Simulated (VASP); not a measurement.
# C (Fd-3m) in VASP: notebook, part 2 of 2

VASP 6.6.1.

## (5) Relaxation of cell and atoms, r2SCAN

This run uses another cell than the first one, of 5.67 Å³/atom, 0.980 times its volume.

File POSCAR:

```
C
1.0
    0.0000000000      1.7833700000      1.7833700000
    1.7833700000      0.0000000000      1.7833700000
    1.7833700000      1.7833700000      0.0000000000
C
2
Direct
    0.7500000000      0.7500000000      0.7500000000
    0.5000000000      0.5000000000      0.5000000000
```

File INCAR.step1:

```
PREC     = Accurate       # precision mode
ENCUT    = 600            # plane-wave cutoff, eV
ISMEAR   = -1             # smearing method
SIGMA    = 0.05           # smearing width, eV
LREAL    = F              # projectors in reciprocal space
LASPH    = T              # aspherical terms in the spheres
NELM     = 100            # most SCF steps
GGA      = PE             # functional
ALGO     = Normal         # electronic algorithm
EDIFF    = 1E-4           # SCF threshold, eV
LWAVE    = T              # write WAVECAR
LCHARG   = F              # write CHGCAR
```

File INCAR.step2:

```
PREC     = Accurate       # precision mode
ENCUT    = 600            # plane-wave cutoff, eV
EDIFF    = 1E-7           # SCF threshold, eV
ISMEAR   = -1             # smearing method
SIGMA    = 0.05           # smearing width, eV
LREAL    = F              # projectors in reciprocal space
LASPH    = T              # aspherical terms in the spheres
NELM     = 100            # most SCF steps
ALGO     = Normal         # electronic algorithm
ISIF     = 3              # what is computed and relaxed
LWAVE    = F              # write WAVECAR
LCHARG   = F              # write CHGCAR
METAGGA  = R2SCAN         # meta-GGA
LMIXTAU  = T            
IBRION   = 2              # ionic algorithm
NSW      = 60             # ionic steps
EDIFFG   = -0.01          # ionic threshold
ISTART   = 1
```

File KPOINTS:

```
Automatic mesh
0
Gamma
  13 13 13
```

Potentials or basis: VASP PAW PBE potentials, release 64 (C).

Launch:

```
cat potpaw_PBE.64/C/POTCAR > POTCAR
cp INCAR.step1 INCAR
mpirun -np 1 vasp_std > vasp.out
cp INCAR.step2 INCAR
mpirun -np 1 vasp_std > vasp.out
```

OUTCAR:

```text
PREC = Accurate
   ENCUT = 600
   EDIFF = 1E-7
   ISMEAR = -1
   LREAL = F
   LASPH = T
   NELM = 100
   ISIF = 3
   METAGGA = R2SCAN
   IBRION = 2
   NSW = 60
   EDIFFG = -0.01
   ISTART = 1

 ion  position               nearest neighbor table
   1  0.750  0.750  0.750-   2 1.54   2 1.54   2 1.54   2 1.54
   2  0.500  0.500  0.500-   1 1.54   1 1.54   1 1.54   1 1.54

  LATTYP: Found a face centered cubic cell.
 ALAT       =     3.5667400000

  Lattice vectors:

 A1 = (   0.0000000000,   1.7833700000,   1.7833700000)
 A2 = (   1.7833700000,   0.0000000000,   1.7833700000)
 A3 = (   1.7833700000,   1.7833700000,   0.0000000000)

[... 252 lines left out ...]
  ext. energy  EPLUGINS =         0.00000000
  ---------------------------------------------------
  free energy    TOTEN  =       -19.66434699 eV

  energy without entropy =      -19.66434699  energy(sigma->0) =      -19.66434699

 E-fermi :  10.7129     XC(G=0): -14.2834

 val. band max:        9.7802297982   @ k =   0.0000   0.0000   0.0000
 cond. band min:      14.1281422195   @ k =   0.3846   0.3846   0.0000
 fundamental gap:      4.3479124213
 Fermi energy:        10.7128860580

 k-point     1 :       0.0000    0.0000    0.0000
  band No.  band energies     occupation
      1     -12.9802      2.00000
      2       9.7802      2.00000
      3       9.7802      2.00000
      4       9.7802      2.00000
      5      15.6286      0.00000
      6      15.6286      0.00000
      7      15.6286      0.00000
      8      23.7110      0.00000
[... 243 lines left out ...]
 k-point    24 :       0.4615    0.1538    0.0000
  band No.  band energies     occupation
      1      -7.7472      2.00000
      2      -2.1420      2.00000
      3       5.0426      2.00000
      4       5.6227      2.00000
      5      17.2244      0.00000
      6      20.9599      0.00000
      7      21.2230      0.00000
      8      24.5469      0.00000

 [... further k-points ...]
[... 5 lines left out ...]
  --------------------------------------------------------------------------------------
  -------------------------------------------------------------------------------------
  Total        0.0010049      0.0010049      0.0010049      0.0000000      0.0000000     -0.0000000
  in kB        0.1426013      0.1426013      0.1426013      0.0000000      0.0000000     -0.0000000
  external PRESSURE =       0.1426013 kB  Pullay stress =       0.0000000 kB
[... 17 lines left out ...]
  FREE ENERGIE OF THE ION-ELECTRON SYSTEM (eV)
  ---------------------------------------------------
  free  energy   TOTEN  =       -19.6643469893 eV

  energy  without entropy=      -19.6643469893  energy(sigma->0) =      -19.66434699

 reached required accuracy - stopping structural energy minimisation
```

OSZICAR.step1:

```text
N       E                     dE             d eps       ncg     rms          rms(c)
DAV:   1     0.174846581195E+01    0.17485E+01   -0.55536E+03  1400   0.108E+03
DAV:   2    -0.187090427909E+02   -0.20458E+02   -0.19624E+02  2232   0.123E+02
DAV:   3    -0.188275047739E+02   -0.11846E+00   -0.11846E+00  1400   0.122E+01
DAV:   4    -0.188276798477E+02   -0.17507E-03   -0.17507E-03  1904   0.488E-01
DAV:   5    -0.188276799211E+02   -0.73419E-07   -0.73419E-07  1304   0.677E-03    0.553E+00
DAV:   6    -0.183496255993E+02    0.47805E+00   -0.36601E-01  1400   0.484E+00    0.331E+00
DAV:   7    -0.181887715788E+02    0.16085E+00   -0.40407E-01  1600   0.520E+00    0.757E-01
DAV:   8    -0.181900383208E+02   -0.12667E-02   -0.18405E-03  1400   0.507E-01    0.464E-02
DAV:   9    -0.181900546832E+02   -0.16362E-04   -0.13071E-04  1920   0.102E-01
   1 F= -.18190055E+02 E0= -.18190055E+02  d E =-.157554E-10
```

It took 42 s on 1 thread of Intel Xeon 6975P-C (Granite Rapids), shared host; peak memory 0.12 GiB.

Results:

| Item | Value |
| --- | --- |
| Free energy | -19.6643 eV |
| Relaxed volume | 5.65 Å³/atom |
| Relaxed cell | a = 2.518 Å, b = 2.518 Å, c = 2.518 Å, α = 60.00°, β = 60.00°, γ = 60.00° |
| Space group after relaxing (to 0.05 Å) | Fd-3m (No. 227) |
| Energy gained by relaxing | 0.2 meV/atom |
| Ionic steps | 3 |
| Pressure after relaxing | 0.0 GPa |
| Band gap on the k mesh | 4.35 eV, indirect (least direct gap 5.85 eV) |

Step by step:
| step | energy change (eV) | largest force (eV/Å) | pressure (GPa) | volume (Å³) |
| --- | --- | --- | --- | --- |
| 1 | 0.0000 | 0.0000 | -2.09 | 11.34 |
| 2 | 0.0002 | 0.0000 | 2.73 | 11.22 |
| 3 | -0.0004 | 0.0000 | 0.01 | 11.29 |

Final structure:
```cif
data_structure
_symmetry_space_group_name_H-M 'P 1'
_symmetry_Int_Tables_number 1
_cell_length_a 2.5181
_cell_length_b 2.5181
_cell_length_c 2.5181
_cell_angle_alpha 60.000
_cell_angle_beta 60.000
_cell_angle_gamma 60.000
_cell_volume 11.29
loop_
_atom_site_label
_atom_site_type_symbol
_atom_site_fract_x
_atom_site_fract_y
_atom_site_fract_z
_atom_site_occupancy
C1 C 0.75000 0.75000 0.75000 1
C2 C 0.50000 0.50000 0.50000 1
```

Caveat: the PAW data sets were made with another functional, which shifts forces and pressure a little.

## (6) The runs side by side

```tsv
task	level	cell	cutoff (eV)	gap on the mesh (eV)	pressure (GPa)
single point	r2SCAN+D3(BJ)	a = 2.539 Å, angles 60.0°, 2 atoms	520	4.29	-12.3
single point	r2SCAN+D3(BJ)	a = 2.555 Å, angles 60.0°, 2 atoms	520	4.25	-20.0
single point	r2SCAN+D3(BJ)	a = 2.572 Å, angles 60.0°, 2 atoms	520	4.21	-26.9
relaxation of cell and atoms	r2SCAN	relaxed from a = 2.522 Å, angles 60.0°, 2 atoms	600	4.35	0.0
```

Alike in all rows: potentials or basis VASP PAW PBE potentials, release 64 (C); no spin polarisation; k mesh 13 × 13 × 13; smearing fermi-dirac 0.05 eV.

Caveats: the PAW data sets were made with another functional, which shifts forces and pressure a little.

Total energies depend on the potentials used, so only differences within one code and one set of settings carry meaning.

## (7) Comparison with measurements

Step 5. The cell as given is a measured one (5.67 Å³/atom); r2SCAN puts the equilibrium volume -0.5 % from it, thermal expansion not counted.
